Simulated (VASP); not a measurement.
NaF: single point with PBE+D3(BJ)

NaF:

```
Na F
1.0
     0.00000    2.28589    2.28589
     2.28589    0.00000    2.28589
     2.28589    2.28589    0.00000
Na F
1 1
Direct
  0.00000 0.00000 0.00000
  0.50000 0.50000 0.50000
```

```yaml
Program: VASP 6.6.1
Task: single point
Functional: PBE
Dispersion: D3(BJ)
Potentials_or_basis: VASP PAW PBE potentials, release 64 (Na_pv, F)
Cutoff: 600 eV
k_mesh: 6 × 6 × 6
Occupations: gaussian, width 0.1 eV
Spin: no spin polarisation
```

| Quantity | Value |
| --- | --- |
| Pressure | 1.8 GPa |
| Band gap on the k mesh | 6.53 eV |
| Dispersion energy per atom | -0.181 eV |

Levels at points of the mesh, in eV from the valence-band top:
| k point | band 3 | band 4 | band 5 | band 6 | band 7 | band 8 | band 9 | band 10 | band 11 | band 12 |
| --- | --- | --- | --- | --- | --- | --- | --- | --- | --- | --- |
| (0.00, 0.00, 0.00) | -18.83 | -18.83 | 0.00 | 0.00 | 0.00 | 6.53 | 19.27 | 19.27 | 19.27 | 22.22 |
| (0.50, 0.00, 0.00) | -18.84 | -18.07 | -1.68 | -0.28 | -0.28 | 11.04 | 12.82 | 20.56 | 20.56 | 23.41 |
| (0.50, 0.50, 0.00) | -18.89 | -18.89 | -1.33 | -0.42 | -0.42 | 13.45 | 13.50 | 14.02 | 20.30 | 20.30 |

Run time: 12 s on 1 thread of Intel Xeon 8259CL, with other jobs on the host, peak memory 0.16 GiB.
